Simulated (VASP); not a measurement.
A run of VASP 6.6.1 is set up as follows.

Contents of INCAR:

```
PREC = Accurate ; ENCUT = 400
EDIFF = 1E-6 ; ISMEAR = -1
SIGMA = 0.1 ; LREAL = False
LASPH = True ; NELM = 120
ALGO = Normal ; ISIF = 2
LWAVE = False ; LCHARG = False
GGA = CA ; NBANDS = 44
GGA_COMPAT = False ; NELMDL = -8
```

Contents of KPOINTS:

```
regular mesh
0
Gamma
  3 2 1
```

The input POSCAR:

```
Al9H
1.0
    5.7275650000      0.0000000000      0.0000000000
    4.2956740000      7.4403250000      0.0000000000
    0.0000000000      0.0000000000     17.6765370000
Al H
18 2
Direct
    0.1666684695      0.1111107378      0.0565721668
    0.6666715249      0.1111107378      0.0565721668
    0.1666708227      0.4444429511      0.0565721668
    0.6666738781      0.4444429511      0.0565721668
    0.1666731759      0.7777751644      0.0565721668
    0.6666762313      0.7777751644      0.0565721668
   -0.1661494668      0.2205548817      0.1863034598
    0.3329175249      0.2229203697      0.1860884855
   -0.1656881024      0.5532285216      0.1847646968
    0.3352935465      0.5540886991      0.1842838334
   -0.1665210109      0.8887918202      0.1838538850
    0.3316471633      0.8893294312      0.1846119520
   -0.0001553515      0.0004166485      0.3146374202
    0.4961554159      0.0021504437      0.3134437475
   -0.0019659358      0.3346762406      0.3158254357
    0.4995634689      0.3346896809      0.3161818404
    0.0030996132      0.6644467816      0.3108866856
    0.4974421815      0.6697825700      0.3149598816
    1.3638754248      0.7548326182      0.5408525437
    1.2736748998      0.7931105160      0.5765043232
```

Potentials or basis: VASP PAW LDA potentials, release 64 (Al, H).

Command:

```bash
$ cat potpaw_LDA.64/Al/POTCAR potpaw_LDA.64/H/POTCAR > POTCAR
$ mpirun -np 1 vasp_std > vasp.out
```

(1) Predict the largest force.

Answers

(1) 0.268 eV/Å.

Caveat: the k points lie up to 0.42 Å⁻¹ apart.
